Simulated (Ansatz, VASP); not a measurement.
TaN: VASP beside Ansatz

```
Ta N
1.0
     3.00386    0.04120   -0.01005
     0.07135    4.96125   -0.14139
    -0.01975   -0.16036    5.90794
Ta N
4 4
Direct
  0.97625 0.33491 0.25092
  0.98620 0.35814 0.73955
  0.50351 0.83130 0.25071
  0.48667 0.83348 0.74495
  0.50771 0.49705 0.51602
  0.54236 0.48178 0.00449
  0.00278 0.99468 0.49617
  0.99453 0.00200 0.99719
```

Change from the starting cell: cell x4, atoms moved at random (sigma 0.05 Å) and cell strained at random (1.5 %), then relaxed without symmetry.

Alike in both runs: task relaxation of cell and atoms; functional PBE; k mesh 6 × 4 × 4; occupations gaussian, width 0.1 eV; no spin polarisation.

|  | VASP | Ansatz |
| --- | --- | --- |
| version | VASP 6.6.1 | Ansatz 0.2.0 |
| potentials or method | VASP PAW PBE potentials, release 64 (Ta_pv, N), cutoff 600 eV | scalar-relativistic, plane waves, PAW |
| valence electrons in the cell | 64 | 72 |

```csv
,VASP,Ansatz,Ansatz less VASP
"gap on the k mesh at the Fermi level, each at its own relaxed structure (eV)",none,none,-
relaxed volume (Å³/atom),10.94,10.92,-0.020
relaxed length of the cell vector where the two differ most in proportion (Å),5.803,5.799,-0.0048
```

A gap of «none» marks a metal or a gap that the smearing closes. VASP's potentials hold 64 valence electrons a cell and Ansatz's 72, so a difference there can come from the potentials and not from the codes.

Spin-orbit coupling is off throughout.
